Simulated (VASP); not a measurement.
**ZnSe: single point with LDA**

The system is ZnSe.

```
CELL_PARAMETERS angstrom
3.98277 0.00000 0.00000
0.00000 3.98277 0.00000
0.00000 0.00000 5.25644
ATOMIC_POSITIONS crystal
Zn 0.00000 0.00000 0.00000
Zn 0.50000 0.50000 0.00000
Se 0.00000 0.50000 0.27967
Se 0.50000 0.00000 0.72033
```

| Property | Result |
| --- | --- |
| Program | VASP 6.6.1 |
| Task | single point |
| Functional | LDA |
| Potentials or basis | VASP PAW LDA potentials, release 64 (Zn, Se) |
| Cutoff | 520 eV |
| k mesh | 8 × 8 × 6 |
| Occupations | gaussian, width 0.05 eV |
| Spin | no spin polarisation |
| Dipole correction | no |
| Further INCAR settings | ALGO = Normal; EDIFF = 1e-06; NBANDS = 26 |

```
Pressure               : 0.4 GPa
Largest force          : 0.070 eV/Å
Band gap on the k mesh : 1.58 eV, direct
```

Forces on the atoms (eV/Å):
```
Zn   0.000  0.000  0.000
Zn   0.000  0.000  0.000
Se   0.000  0.000  0.070
Se   0.000  0.000 -0.070
```

Levels at points of the mesh, in eV from the valence-band top:
```csv
k point,band 15,band 16,band 17,band 18,band 19,band 20,band 21,band 22
"(0.00, 0.00, 0.00)",-2.86,-0.22,0.00,0.00,1.58,1.59,2.51,5.36
"(0.50, 0.00, 0.00)",-2.42,-2.42,-1.18,-1.18,3.58,3.58,5.36,5.36
"(0.50, 0.50, 0.00)",-2.60,-2.60,-2.24,-2.24,2.53,2.53,2.90,2.90
"(0.00, 0.00, 0.50)",-2.35,-1.78,-0.90,-0.90,1.94,3.34,4.37,4.42
"(0.50, 0.00, 0.50)",-1.07,-1.07,-0.74,-0.74,2.19,2.19,5.55,5.55
"(0.50, 0.50, 0.50)",-3.51,-3.51,-3.26,-3.26,5.03,5.03,5.40,5.40
```

Run time: 2.9 min on 1 thread of AMD EPYC 7R13, with other jobs on the host, peak memory 0.2 GiB.

A k mesh can miss the band edges.
